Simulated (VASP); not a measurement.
# I (Cmce) in VASP: a series of runs, part 2 of 2

VASP 6.6.1. The steps go on from the part before.

## Step 3: Single point, PBE (volume scaled by 1.03, then relaxed in part)

Input file INCAR:

```
SYSTEM = I
ALGO = Normal
EDIFF = 1E-7
ENCUT = 520
GGA = PE
ISIF = 2
ISMEAR = 0
LASPH = .True.
LCHARG = .False.
LREAL = .False.
LWAVE = .False.
NBANDS = 22
NELM = 100
PREC = Accurate
SIGMA = 0.02
```

Input file KPOINTS:

```
k-points
0
Gamma
  8 8 4
  0 0 0
```

Input file POSCAR:

```
I
1.0
    4.5831492422     -2.3128357184      0.0000000000
    4.5831492422      2.3128357184      0.0000000000
    0.0000000000      0.0000000000      9.8129956464
I
4
Direct
    0.8401625108      0.1598374892      0.8780804014
    0.3401625108      0.6598374892      0.6219195986
    0.1598374892      0.8401625108      0.1219195986
    0.6598374892      0.3401625108      0.3780804014
```

Potentials or basis: VASP PAW PBE potentials, release 64 (I).

Launch:

```console
$ cat potpaw_PBE.64/I/POTCAR > POTCAR
$ mpirun -np 1 vasp_std > vasp.out
```

OUTCAR:

```text
SYSTEM = I
   EDIFF = 1E-7
   ENCUT = 520
   GGA = PE
   ISIF = 2
   ISMEAR = 0
   LASPH = .True.
   LREAL = .False.
   NELM = 100
   PREC = Accurate

 ion  position               nearest neighbor table
   1  0.840  0.160  0.878-   3 2.81   2 3.42   2 3.42
   2  0.340  0.660  0.622-   4 2.81   1 3.42   1 3.42
   3  0.160  0.840  0.122-   1 2.81   4 3.42   4 3.42
   4  0.660  0.340  0.378-   2 2.81   3 3.42   3 3.42

  LATTYP: Found a base centered orthorhombic cell.
 ALAT       =     4.6256714368
 B/A-ratio  =     1.9816146931
 C/A-ratio  =     2.1214208100

  Lattice vectors:

 A1 = (  -4.5831492422,  -2.3128357184,   0.0000000000)
 A2 = (   4.5831492422,  -2.3128357184,   0.0000000000)
 A3 = (   0.0000000000,   0.0000000000,   9.8129956464)

Analysis of symmetry for initial positions (statically):
=====================================================================
 Subroutine PRICEL returns:
 Original cell was already a primitive cell.

 Routine SETGRP: Setting up the symmetry group for a
 base centered orthorhombic supercell.

 Subroutine GETGRP returns: Found  8 space group operations
 (whereof  4 operations were pure point group operations)
 out of a pool of  8 trial point group operations.

The static configuration has the point symmetry C_2h.
 The point group associated with its full space group is D_2h.

Analysis of symmetry for dynamics (positions and initial velocities):
=====================================================================
 Subroutine PRICEL returns:
 Original cell was already a primitive cell.

 Routine SETGRP: Setting up the symmetry group for a
 base centered orthorhombic supercell.

 Subroutine GETGRP returns: Found  8 space group operations
 (whereof  4 operations were pure point group operations)
 out of a pool of  8 trial point group operations.

The dynamic configuration has the point symmetry C_2h.
 The point group associated with its full space group is D_2h.

 Subroutine INISYM returns: Found  8 space group operations
 (whereof  4 operations are pure point group operations),
 and found     1 'primitive' translations

----------------------------------------------------------------------------------------

                                     Primitive cell

  volume of cell :     208.0369

  direct lattice vectors                    reciprocal lattice vectors
     4.583149242 -2.312835718  0.000000000     0.109095291 -0.216184831  0.000000000
     4.583149242  2.312835718  0.000000000     0.109095291  0.216184831  0.000000000
     0.000000000  0.000000000  9.812995646     0.000000000  0.000000000  0.101905681

  length of vectors
     5.133660101  5.133660101  9.812995646     0.242152150  0.242152150  0.101905681

  position of ions in fractional coordinates (direct lattice)
     0.840162511  0.159837489  0.878080401
     0.340162511  0.659837489  0.621919599
     0.159837489  0.840162511  0.121919599
     0.659837489  0.340162511  0.378080401

  ion indices of the primitive-cell ions
   primitive index   ion index
                 1           1
                 2           2
                 3           3
                 4           4

----------------------------------------------------------------------------------------

 KPOINTS: k-points

Automatic generation of k-mesh.
 Grid dimensions read from file:
 generate k-points for:    8    8    4

 Generating k-lattice:

  Cartesian coordinates                     Fractional coordinates (reciprocal lattice)
     0.013636911 -0.027023104  0.000000000     0.125000000  0.000000000  0.000000000
     0.013636911  0.027023104  0.000000000     0.000000000  0.125000000  0.000000000
     0.000000000  0.000000000  0.025476420     0.000000000  0.000000000  0.250000000

  Length of vectors
     0.030269019  0.030269019  0.025476420

  Shift w.r.t. Gamma in fractional coordinates (k-lattice)
     0.000000000  0.000000000  0.000000000

 Subroutine IBZKPT returns following result:
 ===========================================

 Found     63 irreducible k-points:

 Following reciprocal coordinates:
            Coordinates               Weight
  0.000000  0.000000  0.000000      1.000000
  0.125000  0.000000  0.000000      4.000000
  0.250000  0.000000  0.000000      4.000000
  0.375000  0.000000  0.000000      4.000000
  0.500000  0.000000  0.000000      2.000000
  0.125000  0.125000  0.000000      2.000000
[... 16 lines left out ...]
  0.125000  0.000000  0.250000      8.000000
  0.250000  0.000000  0.250000      8.000000
 [... further k-points ...]
   k-points           NKPTS =     63   k-points in BZ     NKDIM =     63   number of bands    NBANDS=     22
   number of dos      NEDOS =    301   number of ions     NIONS =      4
   total plane-waves  NPLWV = 128000
   dimension x,y,z NGX =    40 NGY =   40 NGZ =   80
   dimension x,y,z NGXF=    80 NGYF=   80 NGZF=  160
   ions per type =               4
   NGX,Y,Z   is equivalent  to a cutoff of  12.95, 12.95, 13.55 a.u.
   NGXF,Y,Z  is equivalent  to a cutoff of  25.91, 25.91, 27.11 a.u.
 SYSTEM =  I
   PREC   = accura    normal or accurate (medium, high low for compatibility)
   ISTART =      0    job   : 0-new  1-cont  2-samecut
   ICHARG =      2    charge: 1-file 2-atom 10-const
   ISPIN  =      1    spin polarized calculation?
   LNONCOLLINEAR =      F non collinear calculations
   LSORBIT =      F    spin-orbit coupling
   LASPH  =      T    aspherical Exc in radial PAW
   ENCUT  =  520.0 eV  38.22 Ry    6.18 a.u.   9.55  9.55 18.25*2*pi/ulx,y,z
   NELM   =    100;   NELMIN=  2; NELMDL= -5     # of ELM steps
   EDIFF  = 0.1E-06   stopping-criterion for ELM
   LREAL  =      F    real-space projection
   EDIFFG = 0.1E-05   stopping-criterion for IOM
   NSW    =      0    number of steps for IOM
   IBRION =     -1    ionic relax: 0-MD 1-quasi-New 2-CG
   NFREE  =      0    steps in history (QN), initial steepest desc. (CG)
   ISIF   =      2    stress and relaxation
   ISYM   =      2    0-nonsym 1-usesym 2-fastsym
   POTIM  = 0.5000    time-step for ionic-motion
   TEBEG  =    0.0;   TEEND  =   0.0 temperature during run
   PSTRESS=    0.0 pullay stress
   NELECT =      28.0000    total number of electrons
   NUPDOWN=      -1.0000    fix difference up-down
   EMIN   =  10.00;   EMAX   =-10.00  energy-range for DOS
   EFERMI =   0.00;   METHOD = LEGACY
   ISMEAR =     0;   SIGMA  =   0.02  broadening in eV -4-tet -1-fermi 0-gaus
   EFERMI_NEDOS =   21; number of points for ismear=-14 and -15
   IALGO  =     38    algorithm
   IMIX   =      4    mixing-type and parameters
     AMIX     =   0.40;   BMIX     =  1.00
     AMIX_MAG =   1.60;   BMIX_MAG =  1.00
  volume/ion in A,a.u.               =      52.01       350.98
  Fermi-wavevector in a.u.,A,eV,Ry     =   0.838972  1.585427  9.576784  0.703874
  Thomas-Fermi vector in A             =   1.953114
   LORBIT       =      0    0 simple, 1 ext, 2 COOP (PROOUT), +10 PAW based schemes
   GGA     = PE    functional components
   LHFCALC =     F    Hartree Fock is set to
   AEXX    =    0.0000 exact exchange contribution
   IVDW    =     0    specifies the selected vdW correction
   LEPSILON=     F    determine dielectric tensor
   LRPA    =     F    only Hartree local field effects (RPA)
 non-spin polarized calculation
 Gauss-broadening in eV      SIGMA  =   0.02
  energy-cutoff  :      520.00
  volume of cell :      208.04
 maximum number of plane-waves:      5645
 NGX is ok and might be reduce to    40
   NGX = 19   NGY = 19   NGZ = 37

 number of electron      28.0000003 magnetization

 Free energy of the ion-electron system (eV)
  ---------------------------------------------------
  ext. energy  EPLUGINS =         0.00000000
  ---------------------------------------------------
  free energy    TOTEN  =        -6.09340062 eV

  energy without entropy =       -6.09340062  energy(sigma->0) =       -6.09340062

 E-fermi :   1.0905     XC(G=0):  -7.0466

 val. band max:        0.9447790910   @ k =   0.0000   0.0000   0.0000
 cond. band min:       1.9849321524   @ k =   0.1250   0.0000   0.0000
 fundamental gap:      1.0401530614
 Fermi energy:         1.0905319571

 k-point     1 :       0.0000    0.0000    0.0000
  band No.  band energies     occupation
      1     -12.2562      2.00000
      2     -11.6135      2.00000
      3     -10.7265      2.00000
      4      -9.6135      2.00000
      5      -3.2999      2.00000
      6      -2.0545      2.00000
[... 574 lines left out ...]
      6      -2.7629      2.00000
[... 14 lines left out ...]
     21       8.0476      0.00000
     22       8.2055      0.00000

 [... further k-points ...]
[... 5 lines left out ...]
  --------------------------------------------------------------------------------------
  -------------------------------------------------------------------------------------
  Total       -0.0111650     -0.0595158     -0.0782955      0.0000000      0.0000000      0.0000000
  in kB       -0.0859859     -0.4583557     -0.6029857      0.0000000      0.0000000      0.0000000
  external PRESSURE =      -0.3824424 kB  Pullay stress =       0.0000000 kB

 VOLUME and BASIS-vectors are now :
 -----------------------------------------------------------------------------
  energy-cutoff  :      520.00
  volume of cell :      208.04
      direct lattice vectors                 reciprocal lattice vectors
     4.583149242 -2.312835718  0.000000000     0.109095291 -0.216184831  0.000000000
     4.583149242  2.312835718  0.000000000     0.109095291  0.216184831  0.000000000
     0.000000000  0.000000000  9.812995646     0.000000000  0.000000000  0.101905681

 POSITION                                       TOTAL-FORCE (eV/Angst)
 -----------------------------------------------------------------------------------
      4.58315     -1.57348      8.61660         0.000000     -0.010496      0.009016
      4.58315      0.73936      6.10289         0.000000     -0.010496     -0.009016
      4.58315      1.57348      1.19640         0.000000      0.010496     -0.009016
      4.58315     -0.73936      3.71010         0.000000      0.010496      0.009016
 -----------------------------------------------------------------------------------
    total drift:                                0.000000     -0.000000      0.000000

  FREE ENERGIE OF THE ION-ELECTRON SYSTEM (eV)
  ---------------------------------------------------
  free  energy   TOTEN  =        -6.0934006200 eV

  energy  without entropy=       -6.0934006200  energy(sigma->0) =       -6.09340062
```

stdout:

```text
POSCAR found type information on POSCAR I
 POSCAR found :  1 types and       4 ions
 scaLAPACK will be used
 LDA part: xc-table for (Slater+PW92), standard interpolation
 POSCAR, INCAR and KPOINTS ok, starting setup
 FFT: planning ... GRIDC
 FFT: planning ... GRID_SOFT
 FFT: planning ... GRID
 WAVECAR not read
 entering main loop
```

Run time: 7 min. Hardware: 1 thread of Oxide Virtual Turin-like, shared host; peak memory 0.43 GiB.

Results:

| Quantity | Value |
| --- | --- |
| Free energy | -6.0934 eV |
| Pressure | 0.0 GPa |
| Largest force | 0.014 eV/Å |
| Band gap on the k mesh | 1.04 eV, indirect (least direct gap 1.10 eV) |

Forces on the atoms (eV/Å):
```
I    0.000 -0.010  0.009
I    0.000 -0.010 -0.009
I    0.000  0.010 -0.009
I    0.000  0.010  0.009
```

Caveat: spin-orbit coupling is left out, which moves the levels of the heavy elements. A k mesh can miss the band edges.
